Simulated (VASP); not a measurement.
# HgTe (Fm-3m) in VASP: a series of runs

HgTe is run at these levels: r2SCAN; tasks: single point, relaxation of cell and atoms.

Program: VASP 6.6.1. These are calculated values, not measurements. Logs are shortened: lines on timing, memory, paths and dates and some standing lists are left out, and cuts for length are marked.

## 1. The cell of the first run

The structure is cubic, space group Fm-3m (No. 225). Conventional cell: a = 6.094 Å, b = 6.094 Å, c = 6.094 Å, α = 90.00°, β = 90.00°, γ = 90.00°. Within 4.0 Å of Hg (site symmetry m-3m) lie 6 Te at 3.05 Å. Within 4.0 Å of Te (site symmetry m-3m) lie 6 Hg at 3.05 Å.

## 2. Single point, r2SCAN

Contents of POSCAR:

```
HgTe
1.0
    0.0000000000      3.0470447706      3.0470447706
    3.0470447706      0.0000000000      3.0470447706
    3.0470447706      3.0470447706      0.0000000000
Hg Te
1 1
Direct
    0.0000000000      0.0000000000      0.0000000000
    0.5000000000      0.5000000000      0.5000000000
```

Contents of INCAR.step1:

```
PREC     = Accurate       # precision mode
ENCUT    = 520            # plane-wave cutoff, eV
ISMEAR   = 0              # smearing method
SIGMA    = 0.1            # smearing width, eV
LREAL    = False          # projectors in reciprocal space
LASPH    = True           # aspherical terms in the spheres
NELM     = 60             # most SCF steps
NBANDS   = 16             # bands
GGA      = PE             # functional
ALGO     = Normal         # electronic algorithm
EDIFF    = 1E-4           # SCF threshold, eV
LWAVE    = True           # write WAVECAR
LCHARG   = False          # write CHGCAR
```

Contents of INCAR.step2:

```
PREC     = Accurate       # precision mode
ENCUT    = 520            # plane-wave cutoff, eV
EDIFF    = 1E-7           # SCF threshold, eV
ISMEAR   = 0              # smearing method
SIGMA    = 0.1            # smearing width, eV
LREAL    = False          # projectors in reciprocal space
LASPH    = True           # aspherical terms in the spheres
NELM     = 60             # most SCF steps
ALGO     = Normal         # electronic algorithm
ISIF     = 2              # what is computed and relaxed
LWAVE    = False          # write WAVECAR
LCHARG   = False          # write CHGCAR
METAGGA  = R2SCAN         # meta-GGA
LMIXTAU  = True         
NBANDS   = 16             # bands
ISTART   = 1
```

Contents of KPOINTS:

```
regular mesh
0
Gamma
  12 12 12
```

Potentials or basis: VASP PAW PBE potentials, release 64 (Hg, Te).

The run is started by

```
$ cat potpaw_PBE.64/Hg/POTCAR potpaw_PBE.64/Te/POTCAR > POTCAR
$ cp INCAR.step1 INCAR
$ mpirun -np 1 vasp_std > vasp.out
$ cp INCAR.step2 INCAR
$ mpirun -np 1 vasp_std > vasp.out
```

OUTCAR:

```text
PREC = Accurate
   ENCUT = 520
   EDIFF = 1E-7
   ISMEAR = 0
   LREAL = False
   LASPH = True
   NELM = 60
   ISIF = 2
   METAGGA = R2SCAN
   ISTART = 1

 ion  position               nearest neighbor table
   1  0.000  0.000  0.000-   2 3.05   2 3.05   2 3.05   2 3.05   2 3.05   2 3.05
   2  0.500  0.500  0.500-   1 3.05   1 3.05   1 3.05   1 3.05   1 3.05   1 3.05

  LATTYP: Found a face centered cubic cell.
 ALAT       =     6.0940895412

  Lattice vectors:

 A1 = (   0.0000000000,   3.0470447706,   3.0470447706)
 A2 = (   3.0470447706,   0.0000000000,   3.0470447706)
 A3 = (   3.0470447706,   3.0470447706,   0.0000000000)

Analysis of symmetry for initial positions (statically):
=====================================================================
 Subroutine PRICEL returns:
 Original cell was already a primitive cell.

 Routine SETGRP: Setting up the symmetry group for a
 face centered cubic supercell.

 Subroutine GETGRP returns: Found 48 space group operations
 (whereof 48 operations were pure point group operations)
 out of a pool of 48 trial point group operations.

The static configuration has the point symmetry O_h .

Analysis of symmetry for dynamics (positions and initial velocities):
=====================================================================
 Subroutine PRICEL returns:
 Original cell was already a primitive cell.

 Routine SETGRP: Setting up the symmetry group for a
 face centered cubic supercell.

 Subroutine GETGRP returns: Found 48 space group operations
 (whereof 48 operations were pure point group operations)
 out of a pool of 48 trial point group operations.

The dynamic configuration has the point symmetry O_h .

 Subroutine INISYM returns: Found 48 space group operations
 (whereof 48 operations are pure point group operations),
 and found     1 'primitive' translations

----------------------------------------------------------------------------------------

                                     Primitive cell

  volume of cell :      56.5805

  direct lattice vectors                    reciprocal lattice vectors
     0.000000000  3.047044771  3.047044771    -0.164093421  0.164093421  0.164093421
     3.047044771  0.000000000  3.047044771     0.164093421 -0.164093421  0.164093421
     3.047044771  3.047044771  0.000000000     0.164093421  0.164093421 -0.164093421

  length of vectors
     4.309172040  4.309172040  4.309172040     0.284218142  0.284218142  0.284218142

  position of ions in fractional coordinates (direct lattice)
     0.000000000  0.000000000  0.000000000
     0.500000000  0.500000000  0.500000000

  ion indices of the primitive-cell ions
   primitive index   ion index
                 1           1
                 2           2

----------------------------------------------------------------------------------------

 KPOINTS: regular mesh

Automatic generation of k-mesh.
 Grid dimensions read from file:
 generate k-points for:   12   12   12

 Generating k-lattice:

  Cartesian coordinates                     Fractional coordinates (reciprocal lattice)
    -0.013674452  0.013674452  0.013674452     0.083333333  0.000000000  0.000000000
     0.013674452 -0.013674452  0.013674452     0.000000000  0.083333333  0.000000000
     0.013674452  0.013674452 -0.013674452     0.000000000  0.000000000  0.083333333

  Length of vectors
     0.023684845  0.023684845  0.023684845

  Shift w.r.t. Gamma in fractional coordinates (k-lattice)
     0.000000000  0.000000000  0.000000000

 Subroutine IBZKPT returns following result:
 ===========================================

 Found     72 irreducible k-points:

 Following reciprocal coordinates:
            Coordinates               Weight
  0.000000  0.000000  0.000000      1.000000
  0.083333  0.000000  0.000000      8.000000
  0.166667  0.000000  0.000000      8.000000
  0.250000  0.000000  0.000000      8.000000
  0.333333  0.000000  0.000000      8.000000
  0.416667  0.000000  0.000000      8.000000
[... 16 lines left out ...]
  0.500000  0.166667  0.000000     24.000000
 -0.416667  0.166667  0.000000     24.000000
 [... further k-points ...]
   k-points           NKPTS =     72   k-points in BZ     NKDIM =     72   number of bands    NBANDS=     16
   number of dos      NEDOS =    301   number of ions     NIONS =      2
   total plane-waves  NPLWV =  32768
   dimension x,y,z NGX =    32 NGY =   32 NGZ =   32
   dimension x,y,z NGXF=    64 NGYF=   64 NGZF=   64
   ions per type =               1   1
   NGX,Y,Z   is equivalent  to a cutoff of  12.35, 12.35, 12.35 a.u.
   NGXF,Y,Z  is equivalent  to a cutoff of  24.69, 24.69, 24.69 a.u.
 SYSTEM =  unknown system
   PREC   = accura    normal or accurate (medium, high low for compatibility)
   ISTART =      1    job   : 0-new  1-cont  2-samecut
   ICHARG =      0    charge: 1-file 2-atom 10-const
   ISPIN  =      1    spin polarized calculation?
   LNONCOLLINEAR =      F non collinear calculations
   LSORBIT =      F    spin-orbit coupling
   LASPH  =      T    aspherical Exc in radial PAW
   ENCUT  =  520.0 eV  38.22 Ry    6.18 a.u.   8.01  8.01  8.01*2*pi/ulx,y,z
   NELM   =     60;   NELMIN=  2; NELMDL=  0     # of ELM steps
   EDIFF  = 0.1E-06   stopping-criterion for ELM
   LREAL  =      F    real-space projection
   EDIFFG = 0.1E-05   stopping-criterion for IOM
   NSW    =      0    number of steps for IOM
   IBRION =     -1    ionic relax: 0-MD 1-quasi-New 2-CG
   NFREE  =      0    steps in history (QN), initial steepest desc. (CG)
   ISIF   =      2    stress and relaxation
   ISYM   =      2    0-nonsym 1-usesym 2-fastsym
   POTIM  = 0.5000    time-step for ionic-motion
   TEBEG  =    0.0;   TEEND  =   0.0 temperature during run
   PSTRESS=    0.0 pullay stress
   NELECT =      18.0000    total number of electrons
   NUPDOWN=      -1.0000    fix difference up-down
   EMIN   =  10.00;   EMAX   =-10.00  energy-range for DOS
   EFERMI =   0.00;   METHOD = LEGACY
   ISMEAR =     0;   SIGMA  =   0.10  broadening in eV -4-tet -1-fermi 0-gaus
   EFERMI_NEDOS =   21; number of points for ismear=-14 and -15
   IALGO  =     38    algorithm
   IMIX   =      4    mixing-type and parameters
     AMIX     =   0.40;   BMIX     =  1.00
     AMIX_MAG =   1.60;   BMIX_MAG =  1.00
  volume/ion in A,a.u.               =      28.29       190.91
  Fermi-wavevector in a.u.,A,eV,Ry     =   1.117575  2.111911 16.993333  1.248975
  Thomas-Fermi vector in A             =   2.254199
   LORBIT       =      0    0 simple, 1 ext, 2 COOP (PROOUT), +10 PAW based schemes
   METAGGA = R2SCAN    functional components
   LHFCALC =     F    Hartree Fock is set to
   AEXX    =    0.0000 exact exchange contribution
   IVDW    =     0    specifies the selected vdW correction
   LEPSILON=     F    determine dielectric tensor
   LRPA    =     F    only Hartree local field effects (RPA)
 non-spin polarized calculation
 Gauss-broadening in eV      SIGMA  =   0.10
  energy-cutoff  :      520.00
  volume of cell :       56.58
 maximum number of plane-waves:      1546
   NGX = 17   NGY = 17   NGZ = 17

 number of electron      18.0000003 magnetization

 Free energy of the ion-electron system (eV)
  ---------------------------------------------------
  ext. energy  EPLUGINS =         0.00000000
  ---------------------------------------------------
  free energy    TOTEN  =       -74.86222227 eV

  energy without entropy =      -74.85701428  energy(sigma->0) =      -74.85961827

 E-fermi :   4.2133     XC(G=0): -10.4430

 val. band max:        4.1919684078   @ k =   0.3333   0.0000   0.0000
 cond. band min:       4.2149987462   @ k =   0.5000   0.0833   0.0000
 fundamental gap:      0.0230303384
 Fermi energy:         4.2132995732

 k-point     1 :       0.0000    0.0000    0.0000
  band No.  band energies     occupation
      1      -8.2380      2.00000
      2      -2.7790      2.00000
      3      -2.7790      2.00000
      4      -2.7111      2.00000
      5      -2.7111      2.00000
      6      -2.7111      2.00000
[... 8 lines left out ...]
     15      12.5305      0.00000
     16      12.5305      0.00000

 k-point     2 :       0.0833    0.0000    0.0000
  band No.  band energies     occupation
      1      -8.1741      2.00000
      2      -2.8031      2.00000
      3      -2.8031      2.00000
      4      -2.7188      2.00000
      5      -2.7029      2.00000
      6      -2.7029      2.00000
[... 8 lines left out ...]
     15      12.6586      0.00000
     16      12.6586      0.00000

 k-point     3 :       0.1667    0.0000    0.0000
  band No.  band energies     occupation
      1      -7.9886      2.00000
      2      -2.8727      2.00000
      3      -2.8727      2.00000
      4      -2.7457      2.00000
      5      -2.6745      2.00000
      6      -2.6745      2.00000
[... 8 lines left out ...]
     15      13.0096      0.00000
     16      13.0096      0.00000

 k-point     4 :       0.2500    0.0000    0.0000
  band No.  band energies     occupation
      1      -7.7031      2.00000
      2      -2.9666      2.00000
      3      -2.9666      2.00000
      4      -2.8054      2.00000
      5      -2.6326      2.00000
      6      -2.6326      2.00000
[... 8 lines left out ...]
     15      13.5808      0.00000
     16      13.5808      0.00000

 k-point     5 :       0.3333    0.0000    0.0000
  band No.  band energies     occupation
      1      -7.3650      2.00000
      2      -3.0569      2.00000
      3      -3.0569      2.00000
      4      -2.9224      2.00000
      5      -2.5894      2.00000
      6      -2.5894      2.00000
[... 8 lines left out ...]
     15      14.3443      0.00000
     16      14.3443      0.00000

 k-point     6 :       0.4167    0.0000    0.0000
  band No.  band energies     occupation
      1      -7.0654      2.00000
      2      -3.1208      2.00000
      3      -3.1208      2.00000
      4      -3.0906      2.00000
      5      -2.5571      2.00000
      6      -2.5571      2.00000
[... 8 lines left out ...]
     15      15.2004      0.00000
     16      15.2004      0.00000
[... 267 lines left out ...]
 k-point    21 :       0.3333    0.1667    0.0000
  band No.  band energies     occupation
      1      -7.4803      2.00000
      2      -3.0803      2.00000
      3      -2.8660      2.00000
      4      -2.7920      2.00000
      5      -2.6158      2.00000
      6      -2.5797      2.00000
[... 8 lines left out ...]
     15      15.0217      0.00000
     16      15.3844      0.00000

 k-point    22 :       0.4167    0.1667    0.0000
  band No.  band energies     occupation
      1      -7.2095      2.00000
      2      -3.0630      2.00000
      3      -2.9592      2.00000
      4      -2.8476      2.00000
      5      -2.5773      2.00000
      6      -2.5437      2.00000
[... 8 lines left out ...]
     15      15.8298      0.00000
     16      16.0042      0.00000

 k-point    23 :       0.5000    0.1667    0.0000
  band No.  band energies     occupation
      1      -7.0085      2.00000
      2      -3.0415      2.00000
      3      -3.0065      2.00000
      4      -2.9325      2.00000
      5      -2.5412      2.00000
      6      -2.5314      2.00000
[... 8 lines left out ...]
     15      15.9322      0.00000
     16      16.4840      0.00000

 k-point    24 :      -0.4167    0.1667    0.0000
  band No.  band energies     occupation
      1      -6.9649      2.00000
      2      -3.0947      2.00000
      3      -3.0711      2.00000
      4      -2.8832      2.00000
      5      -2.5435      2.00000
      6      -2.5196      2.00000
[... 8 lines left out ...]
     15      14.9952      0.00000
     16      15.6117      0.00000

 [... further k-points ...]
[... 5 lines left out ...]
  --------------------------------------------------------------------------------------
  -------------------------------------------------------------------------------------
  Total        0.0479271      0.0479271      0.0479271     -0.0000000     -0.0000000      0.0000000
  in kB        1.3571427      1.3571427      1.3571427     -0.0000000     -0.0000000      0.0000000
  external PRESSURE =       1.3571427 kB  Pullay stress =       0.0000000 kB

 VOLUME and BASIS-vectors are now :
 -----------------------------------------------------------------------------
  energy-cutoff  :      520.00
  volume of cell :       56.58
      direct lattice vectors                 reciprocal lattice vectors
     0.000000000  3.047044771  3.047044771    -0.164093421  0.164093421  0.164093421
     3.047044771  0.000000000  3.047044771     0.164093421 -0.164093421  0.164093421
     3.047044771  3.047044771  0.000000000     0.164093421  0.164093421 -0.164093421

 POSITION                                       TOTAL-FORCE (eV/Angst)
 -----------------------------------------------------------------------------------
      0.00000      0.00000      0.00000         0.000000      0.000000      0.000000
      3.04704      3.04704      3.04704        -0.000000     -0.000000     -0.000000
 -----------------------------------------------------------------------------------
    total drift:                                0.000000     -0.000000     -0.000000

  FREE ENERGIE OF THE ION-ELECTRON SYSTEM (eV)
  ---------------------------------------------------
  free  energy   TOTEN  =       -74.8622222673 eV

  energy  without entropy=      -74.8570142762  energy(sigma->0) =      -74.85961827
```

Wall time 2.3 min (1 thread of Intel Xeon Platinum 8259CL at 2.50GHz (Skylake/Cascade Lake), shared host); peak memory 0.23 GiB.

Results:

| Property | Result |
| --- | --- |
| Free energy | -74.8622 eV |
| Pressure | 0.1 GPa |
| Band gap on the k mesh | zero (band 9 reaches 4.50 eV, above the bottom of band 10 at 1.87 eV) |

Levels at points of the mesh, in eV from the Fermi level:
```tsv
k point	band 6	band 7	band 8	band 9	band 10	band 11	band 12	band 13
(0.00, 0.00, 0.00)	-6.92	-0.75	-0.75	-0.75	-0.60	8.11	8.11	8.11
(0.50, 0.00, 0.00)	-6.76	-5.70	0.28	0.28	3.09	4.00	4.29	4.29
(0.50, 0.50, 0.00)	-6.03	-4.38	-2.66	-2.35	-2.35	5.22	9.83	9.83
```

Caveat: the PAW data sets were made with another functional, which shifts forces and pressure a little; spin-orbit coupling is left out, which moves the levels of the heavy elements.

(Part 1 of 3 ends here.)
